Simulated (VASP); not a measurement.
# InSb (F-43m) in VASP: single point with PBEsol

Aim: the single point of InSb with PBEsol.

Program: VASP 6.6.1. These are calculated values, not measurements. Logs are shortened: lines on timing, memory, paths and dates and some standing lists are left out, and cuts for length are marked.

### Step 1. The cell of the first run

Symmetry: F-43m, No. 216, cubic system. The conventional cell has a = 5.960 Å, b = 5.960 Å, c = 5.960 Å, α = 90.00°, β = 90.00°, γ = 90.00°. In (site symmetry -43m) has 4 Sb at 2.58 Å within 3.4 Å. Within 3.4 Å of Sb (site symmetry -43m) lie 4 In at 2.58 Å.

### Step 2. Single point, PBEsol (strain -0.080 along x and y, -0.080 along z)

Input file INCAR:

```
SYSTEM = InSb
PREC = Accurate
ENCUT = 520
EDIFF = 1E-6
ISMEAR = 0
SIGMA = 0.15
LREAL = .FALSE.
LASPH = .TRUE.
NELM = 60
ALGO = Normal
ISIF = 2
LWAVE = .FALSE.
LCHARG = .FALSE.
GGA = PS
NBANDS = 16
```

Input file KPOINTS:

```
regular mesh
0
G
  12 12 12
  0 0 0
```

Input file POSCAR:

```
InSb
1.0
    0.0000000000      2.9799720000      2.9799720000
    2.9799720000      0.0000000000      2.9799720000
    2.9799720000      2.9799720000      0.0000000000
In Sb
1 1
Direct
    0.0000000000      0.0000000000      0.0000000000
    0.7500000000      0.7500000000      0.7500000000
```

Potentials or basis: VASP PAW PBE potentials, release 64 (In_d, Sb).

Command:

```
$ cat potpaw_PBE.64/In_d/POTCAR potpaw_PBE.64/Sb/POTCAR > POTCAR
$ mpirun -np 1 vasp_std > vasp.out
```

OUTCAR:

```text
SYSTEM = InSb
   PREC = Accurate
   ENCUT = 520
   EDIFF = 1E-6
   ISMEAR = 0
   LREAL = .FALSE.
   LASPH = .TRUE.
   NELM = 60
   ISIF = 2
   GGA = PS

 ion  position               nearest neighbor table
   1  0.000  0.000  0.000-   2 2.58   2 2.58   2 2.58   2 2.58
   2  0.750  0.750  0.750-   1 2.58   1 2.58   1 2.58   1 2.58

  LATTYP: Found a face centered cubic cell.
 ALAT       =     5.9599440000

  Lattice vectors:

 A1 = (   0.0000000000,   2.9799720000,   2.9799720000)
 A2 = (   2.9799720000,   0.0000000000,   2.9799720000)
 A3 = (   2.9799720000,   2.9799720000,   0.0000000000)

Analysis of symmetry for initial positions (statically):
=====================================================================
 Subroutine PRICEL returns:
 Original cell was already a primitive cell.

 Routine SETGRP: Setting up the symmetry group for a
 face centered cubic supercell.

 Subroutine GETGRP returns: Found 24 space group operations
 (whereof 24 operations were pure point group operations)
 out of a pool of 48 trial point group operations.

The static configuration has the point symmetry T_d .

Analysis of symmetry for dynamics (positions and initial velocities):
=====================================================================
 Subroutine PRICEL returns:
 Original cell was already a primitive cell.

 Routine SETGRP: Setting up the symmetry group for a
 face centered cubic supercell.

 Subroutine GETGRP returns: Found 24 space group operations
 (whereof 24 operations were pure point group operations)
 out of a pool of 48 trial point group operations.

The dynamic configuration has the point symmetry T_d .

 Subroutine INISYM returns: Found 24 space group operations
 (whereof 24 operations are pure point group operations),
 and found     1 'primitive' translations

----------------------------------------------------------------------------------------

                                     Primitive cell

  volume of cell :      52.9257

  direct lattice vectors                    reciprocal lattice vectors
     0.000000000  2.979972000  2.979972000    -0.167786811  0.167786811  0.167786811
     2.979972000  0.000000000  2.979972000     0.167786811 -0.167786811  0.167786811
     2.979972000  2.979972000  0.000000000     0.167786811  0.167786811 -0.167786811

  length of vectors
     4.214316818  4.214316818  4.214316818     0.290615282  0.290615282  0.290615282

  position of ions in fractional coordinates (direct lattice)
     0.000000000  0.000000000  0.000000000
     0.750000000  0.750000000  0.750000000

[... 77 lines left out ...]
   LREAL  =      F    real-space projection
   EDIFFG = 0.1E-04   stopping-criterion for IOM
   NSW    =      0    number of steps for IOM
   IBRION =     -1    ionic relax: 0-MD 1-quasi-New 2-CG
   NFREE  =      0    steps in history (QN), initial steepest desc. (CG)
   ISIF   =      2    stress and relaxation
   ISYM   =      2    0-nonsym 1-usesym 2-fastsym
   POTIM  = 0.5000    time-step for ionic-motion
   TEBEG  =    0.0;   TEEND  =   0.0 temperature during run
   PSTRESS=    0.0 pullay stress
   NELECT =      18.0000    total number of electrons
   NUPDOWN=      -1.0000    fix difference up-down
   EMIN   =  10.00;   EMAX   =-10.00  energy-range for DOS
   EFERMI =   0.00;   METHOD = LEGACY
   ISMEAR =     0;   SIGMA  =   0.15  broadening in eV -4-tet -1-fermi 0-gaus
   EFERMI_NEDOS =   21; number of points for ismear=-14 and -15
   IALGO  =     38    algorithm
   IMIX   =      4    mixing-type and parameters
     AMIX     =   0.40;   BMIX     =  1.00
     AMIX_MAG =   1.60;   BMIX_MAG =  1.00
  volume/ion in A,a.u.               =      26.46       178.58
  Fermi-wavevector in a.u.,A,eV,Ry     =   1.142730  2.159446 17.766909  1.305831
  Thomas-Fermi vector in A             =   2.279427
   LORBIT       =      0    0 simple, 1 ext, 2 COOP (PROOUT), +10 PAW based schemes
   GGA     = PS    functional components
   LHFCALC =     F    Hartree Fock is set to
   AEXX    =    0.0000 exact exchange contribution
   IVDW    =     0    specifies the selected vdW correction
   LEPSILON=     F    determine dielectric tensor
   LRPA    =     F    only Hartree local field effects (RPA)
 non-spin polarized calculation
 Gauss-broadening in eV      SIGMA  =   0.15
  energy-cutoff  :      520.00
  volume of cell :       52.93
 maximum number of plane-waves:      1458
   NGX = 15   NGY = 15   NGZ = 15

 number of electron      18.0000004 magnetization

 Free energy of the ion-electron system (eV)
  ---------------------------------------------------
  ext. energy  EPLUGINS =         0.00000000
  ---------------------------------------------------
  free energy    TOTEN  =        -6.83104184 eV

  energy without entropy =       -6.83103801  energy(sigma->0) =       -6.83103992

 E-fermi :   8.3744     XC(G=0):  -9.9829

 val. band max:        8.0594729428   @ k =   0.0000   0.0000   0.0000
 cond. band min:       8.7141540910   @ k =   0.4167   0.4167   0.0000
 fundamental gap:      0.6546811482
 Fermi energy:         8.3743894775

 k-point     1 :       0.0000    0.0000    0.0000
  band No.  band energies     occupation
      1      -7.3230      2.00000
      2      -7.3230      2.00000
      3      -7.3230      2.00000
      4      -7.1370      2.00000
      5      -7.1370      2.00000
      6      -4.6293      2.00000
[... 433 lines left out ...]
      3      -7.2631      2.00000
      4      -7.1436      2.00000
      5      -7.1370      2.00000
      6      -2.2672      2.00000
[... 8 lines left out ...]
     15      16.7250      0.00000
     16      17.0384      0.00000

 [... further k-points ...]

------------------------ aborting loop because EDIFF is reached ----------------------------------------

  FORCE on cell =-STRESS in cart. coord.  units (eV):
  Direction    XX          YY          ZZ          XY          YZ          ZX
  --------------------------------------------------------------------------------------
  -------------------------------------------------------------------------------------
  Total        7.2458439      7.2458439      7.2458439     -0.0000000      0.0000000     -0.0000000
  in kB      219.3476607    219.3476607    219.3476607     -0.0000000      0.0000000     -0.0000000
  external PRESSURE =     219.3476607 kB  Pullay stress =       0.0000000 kB

 VOLUME and BASIS-vectors are now :
 -----------------------------------------------------------------------------
  energy-cutoff  :      520.00
  volume of cell :       52.93
      direct lattice vectors                 reciprocal lattice vectors
     0.000000000  2.979972000  2.979972000    -0.167786811  0.167786811  0.167786811
     2.979972000  0.000000000  2.979972000     0.167786811 -0.167786811  0.167786811
     2.979972000  2.979972000  0.000000000     0.167786811  0.167786811 -0.167786811

 POSITION                                       TOTAL-FORCE (eV/Angst)
 -----------------------------------------------------------------------------------
      0.00000      0.00000      0.00000         0.000000     -0.000000     -0.000000
      4.46996      4.46996      4.46996        -0.000000      0.000000      0.000000
 -----------------------------------------------------------------------------------
    total drift:                                0.000000      0.000000      0.000000

  FREE ENERGIE OF THE ION-ELECTRON SYSTEM (eV)
  ---------------------------------------------------
  free  energy   TOTEN  =        -6.8310418350 eV

  energy  without entropy=       -6.8310380147  energy(sigma->0) =       -6.83103992
```

stdout:

```text
POSCAR found type information on POSCAR InSb
 POSCAR found :  2 types and       2 ions
 scaLAPACK will be used
 -----------------------------------------------------------------------------
|                                                                             |
|                                                                             |
|     You enforced a specific xc type in the INCAR file but a different       |
|     I HOPE YOU KNOW WHAT YOU ARE DOING!                                     |
|                                                                             |
 -----------------------------------------------------------------------------

 LDA part: xc-table for (Slater+PW92), standard interpolation
 POSCAR, INCAR and KPOINTS ok, starting setup
 FFT: planning ... GRIDC
 FFT: planning ... GRID_SOFT
 FFT: planning ... GRID
 WAVECAR not read
 entering main loop
```

Run time: 31 s. Hardware: 1 thread of Intel Xeon 6975P-C, shared host; peak memory 0.22 GiB.

Results:

| Item | Value |
| --- | --- |
| Free energy | -6.8310 eV |
| Pressure | 21.9 GPa |
| Band gap on the k mesh | 0.65 eV, indirect (least direct gap 1.23 eV) |

Caveat: the cell differs from its parent crystal (strain -0.080 along x and y, -0.080 along z); the PAW data sets were made with another functional, which shifts forces and pressure a little; spin-orbit coupling is left out, which moves the levels of the heavy elements. A k mesh can miss the band edges.
